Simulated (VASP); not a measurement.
# Na (C2/c) in VASP: further runs

Runs on Na. Level: revPBE. Tasks: single point.

Program: VASP 6.6.1. These are calculated values, not measurements. Logs are shortened: lines on timing, memory, paths and dates and some standing lists are left out, and cuts for length are marked.

## 1. The cell of the first run

Symmetry: C2/c, No. 15, monoclinic system. Conventional cell: a = 3.806 Å, b = 13.062 Å, c = 3.913 Å, α = 90.00°, β = 118.64°, γ = 90.00°. Na (site symmetry 2) has 14 Na at 3.81 to 4.68 Å within 5.0 Å.

## 2. Single point, revPBE (42.68 Å³/atom)

The input, INCAR:

```
SYSTEM = Na
ALGO = Normal ; EDIFF = 1E-6
ENCUT = 520 ; GGA = RE
ISIF = 2 ; ISMEAR = -1
LASPH = .TRUE. ; LCHARG = .FALSE.
LREAL = .FALSE. ; LWAVE = .FALSE.
NBANDS = 14 ; NELM = 100
PREC = Accurate ; SIGMA = 0.1
```

The input, KPOINTS:

```
k-points
0
G
  11 11 11
  0 0 0
```

The input, POSCAR:

```
Na
1.0
   -4.6137856243      4.6225979603      1.9027949991
    4.6225979603     -4.6137856243      1.9027949991
    2.4242326508      2.4242326508     -1.8866551895
Na
2
Direct
    0.0001156605      0.9998843395      1.0000000000
    0.7498843395      0.2501156605      0.5000000000
```

Potentials or basis: VASP PAW PBE potentials, release 64 (Na_pv).

Command:

```
$ cat potpaw_PBE.64/Na_pv/POTCAR > POTCAR
$ mpirun -np 1 vasp_std > vasp.out
```

OUTCAR:

```text
SYSTEM = Na
   EDIFF = 1E-6
   ENCUT = 520
   GGA = RE
   ISIF = 2
   ISMEAR = -1
   LASPH = .TRUE.
   LREAL = .FALSE.
   NELM = 100
   PREC = Accurate

 ion  position               nearest neighbor table
   1  0.000  1.000  0.000-
   2  0.750  0.250  0.500-

  LATTYP: Found a base centered monoclinic cell.
 ALAT       =     3.8056104042
 B/A-ratio  =     3.4323584248
 C/A-ratio  =     1.0282760604
 COS(beta)  =    -0.4792520757

  Lattice vectors:

 A1 = (  -4.6137856243,   4.6225979603,   1.9027949991)
 A2 = (   4.6225979603,  -4.6137856243,   1.9027949991)
 A3 = (   2.4242326508,   2.4242326508,  -1.8866551895)

Analysis of symmetry for initial positions (statically):
=====================================================================
 Subroutine PRICEL returns:
 Original cell was already a primitive cell.

 Routine SETGRP: Setting up the symmetry group for a
 base centered monoclinic supercell.

 Subroutine GETGRP returns: Found  4 space group operations
 (whereof  2 operations were pure point group operations)
 out of a pool of  4 trial point group operations.

The static configuration has the point symmetry C_2 .
 The point group associated with its full space group is C_2h.

Analysis of symmetry for dynamics (positions and initial velocities):
=====================================================================
 Subroutine PRICEL returns:
 Original cell was already a primitive cell.

 Routine SETGRP: Setting up the symmetry group for a
 base centered monoclinic supercell.

 Subroutine GETGRP returns: Found  4 space group operations
 (whereof  2 operations were pure point group operations)
 out of a pool of  4 trial point group operations.

The dynamic configuration has the point symmetry C_2 .
 The point group associated with its full space group is C_2h.

 Subroutine INISYM returns: Found  4 space group operations
 (whereof  2 operations are pure point group operations),
 and found     1 'primitive' translations

----------------------------------------------------------------------------------------

                                     Primitive cell

  volume of cell :      85.3651

  direct lattice vectors                    reciprocal lattice vectors
    -4.613785624  4.622597960  1.902794999     0.047933010  0.156200493  0.262298647
     4.622597960 -4.613785624  1.902794999     0.156200493  0.047933010  0.262298647
     2.424232651  2.424232651 -1.886655190     0.205879808  0.205879808 -0.000953483

  length of vectors
     6.802650843  6.802650843  3.913218074     0.309025480  0.309025480  0.291159578

  position of ions in fractional coordinates (direct lattice)
     0.000115661  0.999884339  1.000000000
     0.749884339  0.250115661  0.500000000

  ion indices of the primitive-cell ions
   primitive index   ion index
                 1           1
                 2           2

----------------------------------------------------------------------------------------

 KPOINTS: k-points

Automatic generation of k-mesh.
 Grid dimensions read from file:
 generate k-points for:   11   11   11

 Generating k-lattice:

  Cartesian coordinates                     Fractional coordinates (reciprocal lattice)
     0.004357546  0.014200045  0.023845332     0.090909091  0.000000000 -0.000000000
     0.014200045  0.004357546  0.023845332     0.000000000  0.090909091 -0.000000000
     0.018716346  0.018716346 -0.000086680     0.000000000  0.000000000  0.090909091

  Length of vectors
     0.028093225  0.028093225  0.026469053

  Shift w.r.t. Gamma in fractional coordinates (k-lattice)
     0.000000000  0.000000000  0.000000000

 Subroutine IBZKPT returns following result:
 ===========================================

 Found    366 irreducible k-points:

 Following reciprocal coordinates:
            Coordinates               Weight
  0.000000  0.000000  0.000000      1.000000
  0.090909 -0.000000  0.000000      4.000000
  0.181818  0.000000  0.000000      4.000000
  0.272727 -0.000000  0.000000      4.000000
  0.363636  0.000000  0.000000      4.000000
  0.454545  0.000000  0.000000      4.000000
[... 16 lines left out ...]
 -0.272727  0.181818 -0.000000      4.000000
 -0.181818  0.181818  0.000000      2.000000
 [... further k-points ...]
   k-points           NKPTS =    366   k-points in BZ     NKDIM =    366   number of bands    NBANDS=     14
   number of dos      NEDOS =    301   number of ions     NIONS =      2
   total plane-waves  NPLWV =  87480
   dimension x,y,z NGX =    54 NGY =   54 NGZ =   30
   dimension x,y,z NGXF=   108 NGYF=  108 NGZF=   60
   ions per type =               2
   NGX,Y,Z   is equivalent  to a cutoff of  13.20, 13.20, 12.74 a.u.
   NGXF,Y,Z  is equivalent  to a cutoff of  26.39, 26.39, 25.49 a.u.
 SYSTEM =  Na
   PREC   = accura    normal or accurate (medium, high low for compatibility)
   ISTART =      0    job   : 0-new  1-cont  2-samecut
   ICHARG =      2    charge: 1-file 2-atom 10-const
   ISPIN  =      1    spin polarized calculation?
   LNONCOLLINEAR =      F non collinear calculations
   LSORBIT =      F    spin-orbit coupling
   LASPH  =      T    aspherical Exc in radial PAW
   ENCUT  =  520.0 eV  38.22 Ry    6.18 a.u.  12.65 12.65  7.28*2*pi/ulx,y,z
   NELM   =    100;   NELMIN=  2; NELMDL= -5     # of ELM steps
   EDIFF  = 0.1E-05   stopping-criterion for ELM
   LREAL  =      F    real-space projection
   EDIFFG = 0.1E-04   stopping-criterion for IOM
   NSW    =      0    number of steps for IOM
   IBRION =     -1    ionic relax: 0-MD 1-quasi-New 2-CG
   NFREE  =      0    steps in history (QN), initial steepest desc. (CG)
   ISIF   =      2    stress and relaxation
   ISYM   =      2    0-nonsym 1-usesym 2-fastsym
   POTIM  = 0.5000    time-step for ionic-motion
   TEBEG  =    0.0;   TEEND  =   0.0 temperature during run
   PSTRESS=    0.0 pullay stress
   NELECT =      14.0000    total number of electrons
   NUPDOWN=      -1.0000    fix difference up-down
   EMIN   =  10.00;   EMAX   =-10.00  energy-range for DOS
   EFERMI =   0.00;   METHOD = LEGACY
   ISMEAR =    -1;   SIGMA  =   0.10  broadening in eV -4-tet -1-fermi 0-gaus
   EFERMI_NEDOS =   21; number of points for ismear=-14 and -15
   IALGO  =     38    algorithm
   IMIX   =      4    mixing-type and parameters
     AMIX     =   0.40;   BMIX     =  1.00
     AMIX_MAG =   1.60;   BMIX_MAG =  1.00
  volume/ion in A,a.u.               =      42.68       288.04
  Fermi-wavevector in a.u.,A,eV,Ry     =   0.896102  1.693387 10.925462  0.802999
  Thomas-Fermi vector in A             =   2.018518
   LORBIT       =      0    0 simple, 1 ext, 2 COOP (PROOUT), +10 PAW based schemes
   GGA     = RE    functional components
   LHFCALC =     F    Hartree Fock is set to
   AEXX    =    0.0000 exact exchange contribution
   IVDW    =     0    specifies the selected vdW correction
   LEPSILON=     F    determine dielectric tensor
   LRPA    =     F    only Hartree local field effects (RPA)
 non-spin polarized calculation
  energy-cutoff  :      520.00
  volume of cell :       85.37
 maximum number of plane-waves:      2321
 NGX is ok and might be reduce to    54
   NGX = 25   NGY = 25   NGZ = 15

 number of electron      14.0000016 magnetization

 Free energy of the ion-electron system (eV)
  ---------------------------------------------------
  ext. energy  EPLUGINS =         0.00000000
  ---------------------------------------------------
  free energy    TOTEN  =        -2.39720606 eV

  energy without entropy =       -2.36270407  energy(sigma->0) =       -2.37995507

 E-fermi :   0.0660     XC(G=0):  -6.0315

 val. band max:        0.0654726718   @ k =   0.1818  -0.0000   0.3636
 cond. band min:       0.0664679147   @ k =   0.0909   0.0909   0.4545
 fundamental gap:      0.0009952429
 Fermi energy:         0.0659500586

 k-point     1 :       0.0000    0.0000    0.0000
  band No.  band energies     occupation
      1     -25.0083      2.00000
      2     -24.9907      2.00000
      3     -24.9869      2.00000
      4     -24.9869      2.00000
      5     -24.9867      2.00000
      6     -24.9865      2.00000
      7      -2.9341      2.00000
      8       0.4622      0.03732
      9       0.7499      0.00214
     10       9.1776      0.00000
     11       9.5603      0.00000
     12       9.7917      0.00000
     13      10.4353      0.00000
     14      10.4563      0.00000

 k-point     2 :       0.0909   -0.0000    0.0000
  band No.  band energies     occupation
      1     -25.0078      2.00000
      2     -24.9913      2.00000
      3     -24.9883      2.00000
      4     -24.9881      2.00000
      5     -24.9872      2.00000
      6     -24.9865      2.00000
      7      -2.8121      2.00000
      8       0.3743      0.08762
      9       1.0683      0.00009
     10       8.2706      0.00000
     11       8.5617      0.00000
     12       8.8834      0.00000
     13       9.5531      0.00000
     14      10.0987      0.00000

 k-point     3 :       0.1818    0.0000    0.0000
  band No.  band energies     occupation
      1     -25.0064      2.00000
      2     -24.9936      2.00000
      3     -24.9920      2.00000
      4     -24.9908      2.00000
      5     -24.9881      2.00000
      6     -24.9868      2.00000
      7      -2.4474      2.00000
      8       0.4211      0.05578
      9       1.7087      0.00000
     10       6.4187      0.00000
     11       6.9711      0.00000
     12       7.8475      0.00000
     13       8.7995      0.00000
     14       9.4279      0.00000
[... 324 lines left out ...]
 k-point    23 :      -0.2727    0.1818   -0.0000
  band No.  band energies     occupation
      1     -25.0054      2.00000
      2     -24.9913      2.00000
      3     -24.9895      2.00000
      4     -24.9885      2.00000
      5     -24.9877      2.00000
      6     -24.9869      2.00000
      7      -2.6328      2.00000
      8      -0.6948      1.99901
      9       2.4511      0.00000
     10       7.6543      0.00000
     11       8.2126      0.00000
     12       8.7157      0.00000
     13       9.1973      0.00000
     14       9.7712      0.00000

 k-point    24 :      -0.1818    0.1818    0.0000
  band No.  band energies     occupation
      1     -25.0066      2.00000
      2     -24.9906      2.00000
      3     -24.9883      2.00000
      4     -24.9878      2.00000
      5     -24.9866      2.00000
      6     -24.9862      2.00000
      7      -2.8143      2.00000
      8      -0.5530      1.99591
      9       1.9750      0.00000
     10       8.2068      0.00000
     11       9.2523      0.00000
     12       9.6566      0.00000
     13      10.2217      0.00000
     14      10.4250      0.00000

 [... further k-points ...]

------------------------ aborting loop because EDIFF is reached ----------------------------------------

  FORCE on cell =-STRESS in cart. coord.  units (eV):
  Direction    XX          YY          ZZ          XY          YZ          ZX
  --------------------------------------------------------------------------------------
  -------------------------------------------------------------------------------------
  Total       -0.2218491     -0.2218491     -0.2746603      0.0223883     -0.0071373     -0.0071373
  in kB       -4.1637825     -4.1637825     -5.1549711      0.4201948     -0.1339563     -0.1339566
  external PRESSURE =      -4.4941787 kB  Pullay stress =       0.0000000 kB

 VOLUME and BASIS-vectors are now :
 -----------------------------------------------------------------------------
  energy-cutoff  :      520.00
  volume of cell :       85.37
      direct lattice vectors                 reciprocal lattice vectors
    -4.613785624  4.622597960  1.902794999     0.047933010  0.156200493  0.262298647
     4.622597960 -4.613785624  1.902794999     0.156200493  0.047933010  0.262298647
     2.424232651  2.424232651 -1.886655190     0.205879808  0.205879808 -0.000953483

 POSITION                                       TOTAL-FORCE (eV/Angst)
 -----------------------------------------------------------------------------------
      4.62153     -4.61272      1.90279        -0.000704      0.000704     -0.000000
     -1.09151      3.52455      0.95947         0.000704     -0.000704      0.000000
 -----------------------------------------------------------------------------------
    total drift:                               -0.000000     -0.000000      0.000000

  FREE ENERGIE OF THE ION-ELECTRON SYSTEM (eV)
  ---------------------------------------------------
  free  energy   TOTEN  =        -2.3972060595 eV

  energy  without entropy=       -2.3627040746  energy(sigma->0) =       -2.37995507
```

Wall time 4.8 min (1 thread of Intel Xeon Platinum 8488C (Sapphire Rapids), shared host); peak memory 0.49 GiB.

What came out:

```
Free energy            : -2.3972 eV
Pressure               : -0.4 GPa
Band gap on the k mesh : zero (bands 7 and 8 overlap by 3.56 eV)
```

Stress tensor (GPa, compression positive):
```
-0.42  0.04 -0.01
 0.04 -0.42 -0.01
-0.01 -0.01 -0.52
```

Caveat: the PAW data sets were made with another functional, which shifts forces and pressure a little.

## 3. Single point, revPBE (44.26 Å³/atom)

This run uses another cell than the first one, of 44.26 Å³/atom.

The input, INCAR:

```
SYSTEM = Na
PREC     = Accurate       ! precision mode
ENCUT    = 520            ! plane-wave cutoff, eV
EDIFF    = 1E-6           ! SCF threshold, eV
ISMEAR   = -1             ! smearing method
SIGMA    = 0.1            ! smearing width, eV
LREAL    = .FALSE.        ! projectors in reciprocal space
LASPH    = .TRUE.         ! aspherical terms in the spheres
NELM     = 60             ! most SCF steps
ALGO     = Normal         ! electronic algorithm
ISIF     = 2              ! what is computed and relaxed
LWAVE    = .FALSE.        ! write WAVECAR
LCHARG   = .FALSE.        ! write CHGCAR
GGA      = RE             ! functional
NBANDS   = 14             ! bands
```

The input, KPOINTS:

```
Automatic mesh
0
G
  11 11 11
  0 0 0
```

The input, POSCAR:

```
Na
1.0
   -4.6700568484      4.6789766626      1.9260021033
    4.6789766626     -4.6700568484      1.9260021033
    2.4537993776      2.4537993776     -1.9096654474
Na
2
Direct
    0.0001156605      0.9998843395      1.0000000000
    0.7498843395      0.2501156605      0.5000000000
```

Potentials or basis: VASP PAW PBE potentials, release 64 (Na_pv).

Command:

```
$ cat potpaw_PBE.64/Na_pv/POTCAR > POTCAR
$ mpirun -np 1 vasp_std > vasp.out
```

Run time: 5.3 min. Hardware: 1 thread of Intel Xeon Platinum 8488C (Sapphire Rapids), shared host; peak memory 0.5 GiB.

It converged, with:

```yaml
Free_energy: -2.3869 eV
Pressure: -0.6 GPa
Band_gap_on_the_k_mesh: zero (bands 7 and 8 overlap by 3.48 eV)
```

Stress tensor (GPa, compression positive):
```
-0.60  0.04 -0.01
 0.04 -0.60 -0.01
-0.01 -0.01 -0.68
```

Levels at points of the mesh, in eV from the Fermi level:
```tsv
k point	band 3	band 4	band 5	band 6	band 7	band 8	band 9	band 10	band 11	band 12
(0.00, 0.00, 0.00)	-25.09	-25.09	-25.09	-25.09	-2.93	0.40	0.65	8.93	9.26	9.53
```

Caveat: the PAW data sets were made with another functional, which shifts forces and pressure a little.
